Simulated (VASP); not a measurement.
NaCl (base), 2 atoms in the cell. It takes space group Fm-3m (No. 225, cubic). Conventional cell: a = 4.717 Å, b = 4.717 Å, c = 4.717 Å, α = 90.00°, β = 90.00°, γ = 90.00°. Na (site symmetry m-3m) has 6 Cl at 2.36 Å within 3.1 Å. Within 3.1 Å of Cl (site symmetry m-3m) lie 6 Na at 2.36 Å. 

- Program: VASP 6.6.1
- Task: single point
- Functional: PBEsol
- Potentials or basis: VASP PAW PBE potentials, release 64 (Na_pv, Cl)
- Cutoff: 500 eV
- k mesh: 12 × 12 × 12
- Occupations: gaussian, width 0.02 eV
- Spin: no spin polarisation
- Dipole correction: no
- Further INCAR settings: ALGO = Normal; EDIFF = 1e-06; NBANDS = 14

Potentials or basis: VASP PAW PBE potentials, release 64 (Na_pv, Cl).

Launch:

```bash
$ cat potpaw_PBE.64/Na_pv/POTCAR potpaw_PBE.64/Cl/POTCAR > POTCAR
$ mpirun -np 1 vasp_std > vasp.out
```

Hardware: 1 thread of Intel Xeon 8259CL, on a shared host.

Question: Estimate the wall time of this run.

Answer: Wall time 26 s on 1 thread of Intel Xeon 8259CL (shared host), peak memory 0.14 GiB. Counts: scf iterations 11, k points 72.
